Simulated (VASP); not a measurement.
Runs of VASP 6.6.1 on Ru. The structure is that of space group Fm-3m (No. 225), or close to it. The cells are those of the table. 

| task | spin | cell | k mesh | cutoff (eV) | gap on the mesh (eV) | pressure (GPa) |
| --- | --- | --- | --- | --- | --- | --- |
| single point | off | a = 2.583 Å, angles 60.0°, 1 atom | 23 × 23 × 23 | 520 | none | (a) |
| single point | off | a = 2.766 Å, angles 60.0°, 1 atom | 23 × 23 × 23 | 520 | none | (b) |
| single point | off | a = 2.799 Å, angles 60.0°, 1 atom | 23 × 23 × 23 | 520 | none | -26.3 |
| relaxation of cell and atoms | off | relaxed from a = 2.676 Å, angles 60.0°, 1 atom | 14 × 14 × 14 | 600 | none | -0.1 |
| single point | off | a = 2.696 Å, angles 60.0°, 1 atom | 14 × 14 × 14 | 520 | none | -0.1 |
| single point | off | a = 2.731 Å, angles 60.0°, 1 atom | 23 × 23 × 23 | 520 | none | -11.1 |
| single point | off | a = 2.696 Å, angles 60.0°, 1 atom | 23 × 23 × 23 | 520 | none | -0.2 |
| single point | non-collinear, zero start, SOC | a = 2.696 Å, angles 60.0°, 1 atom | 14 × 14 × 14 | 520 | - | 0.2 |
| single point | off | a = 2.622 Å, angles 60.0°, 1 atom | 23 × 23 × 23 | 520 | none | 30.9 |
| single point | off | a = 2.659 Å, angles 60.0°, 1 atom | 23 × 23 × 23 | 520 | none | (c) |

Alike in all rows: level PBE; potentials or basis VASP PAW PBE potentials, release 64 (Ru_pv); smearing fermi-dirac 0.1 eV.

Task: Fill in the values left out.

Result: (a) 52.9; (b) -19.6; (c) 13.5.

A k mesh can miss the band edges, and rows without SOC leave out spin-orbit coupling on Ru.

A gap of «none» marks levels without a gap at the run's occupations.
